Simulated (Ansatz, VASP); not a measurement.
**GeSb4Se: VASP beside Ansatz**

```
CELL_PARAMETERS angstrom
4.70127 0.00000 0.00000
0.00000 4.70127 0.00000
0.00000 0.00000 6.65665
ATOMIC_POSITIONS crystal
Ge 0.00000 0.00000 0.00000
Sb 0.50000 0.00000 0.74581
Sb 0.00000 0.50000 0.25419
Sb 0.50000 0.00000 0.25419
Sb 0.00000 0.50000 0.74581
Se 0.50000 0.50000 0.50000
```

Change from the starting cell: species swapped into the GdYH4 type (P4/mmm, No. 123).

Alike in both runs: task relaxation of cell and atoms; functional PBE; k mesh 4 × 4 × 4; occupations gaussian, width 0.1 eV; no spin polarisation.

|  | VASP | Ansatz |
| --- | --- | --- |
| version | VASP 6.6.1 | Ansatz 0.2.0 |
| potentials or method | VASP PAW PBE potentials, release 64 (Ge_d, Sb, Se), cutoff 600 eV | scalar-relativistic, plane waves, PAW |
| valence electrons in the cell | 40 | 90 |

Ansatz gave:

- gap on the k mesh at the Fermi level, each at its own relaxed structure (eV): none
- relaxed volume (Å³/atom): 29.12
- relaxed cell length with the largest relative difference (Å): 8.966

Problem. Which values does VASP return?

Solution. gap on the k mesh at the Fermi level, each at its own relaxed structure (eV): none; relaxed volume (Å³/atom): 29.17; relaxed cell length with the largest relative difference (Å): 8.991.

A gap of «none» marks a metal or a gap that the smearing closes. VASP's potentials hold 40 valence electrons a cell and Ansatz's 90, so a difference there can come from the potentials and not from the codes.

Neither program's run includes spin-orbit coupling. Noted on VASP's run: the volume moved by over 15 % at a fixed basis, so the end points are rough.
